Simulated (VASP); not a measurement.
# LiCl: relaxation of cell and atoms with r2SCAN

The system is LiCl.

```
Li Cl
1.0
     0.00000    2.57460    2.57460
     2.57460    0.00000    2.57460
     2.57460    2.57460    0.00000
Li Cl
1 1
Direct
  0.00000 0.00000 0.00000
  0.50000 0.50000 0.50000
```

```
Program                : VASP 6.6.1
Task                   : relaxation of cell and atoms
Functional             : r2SCAN
Potentials or basis    : VASP PAW PBE potentials, release 64 (Li_sv, Cl)
Cutoff                 : 600 eV
k mesh                 : 8 × 8 × 8
Occupations            : fermi-dirac, width 0.02 eV
Spin                   : no spin polarisation
Dipole correction      : no
Further INCAR settings : ALGO = Normal; EDIFF = 1e-06; IBRION = 2; EDIFFG = -0.005; NSW = 80; ISIF = 3
```

The relaxed volume is 16.46 Å³/atom. The relaxed cell is a = 3.597 Å, b = 3.597 Å, c = 3.597 Å, α = 60.00°, β = 60.00°, γ = 60.00°. The space group after relaxing (to 0.1 Å) is Fm-3m (No. 225) and the energy gained by relaxing is 2.7 meV/atom. The ionic steps are 5. The pressure after relaxing is 0.0 GPa. The band gap on the k mesh is 7.46 eV.

The path:
```
step  energy change (eV)  largest force (eV/Å)  pressure (GPa)  volume (Å³)
   1              0.0000                0.0000           -1.17        34.13
   2             -0.0039                0.0000           -0.66        33.52
   3             -0.0050                0.0000           -0.36        33.23
   4             -0.0054                0.0000            0.30        32.66
   5             -0.0055                0.0000            0.00        32.91
```

Final structure:
```
CELL_PARAMETERS angstrom
0.00000 2.54361 2.54361
2.54361 0.00000 2.54361
2.54361 2.54361 0.00000
ATOMIC_POSITIONS crystal
Li 0.00000 0.00000 0.00000
Cl 0.50000 0.50000 0.50000
```

Levels at points of the mesh, in eV from the valence-band top:
```tsv
k point	band 1	band 2	band 3	band 4	band 5	band 6	band 7	band 8	band 9
(0.00, 0.00, 0.00)	-44.78	-14.07	0.00	0.00	0.00	7.46	12.68	12.68	12.68
(0.50, 0.00, 0.00)	-44.77	-13.46	-2.94	-0.29	-0.29	7.56	10.32	10.32	14.49
(0.50, 0.50, 0.00)	-44.77	-13.19	-3.05	-1.17	-1.17	8.83	8.89	13.80	15.62
```

Wall time 4.7 min on 1 thread of Intel Xeon 8259CL (shared host), peak memory 0.17 GiB.

Caveat: the cutoff is under 1.25 times the usual one of these potentials, so pressure, stress and relaxed cells hold a basis-set (Pulay) error; the PAW data sets were made with another functional, which shifts forces and pressure a little. A k mesh can miss the band edges.
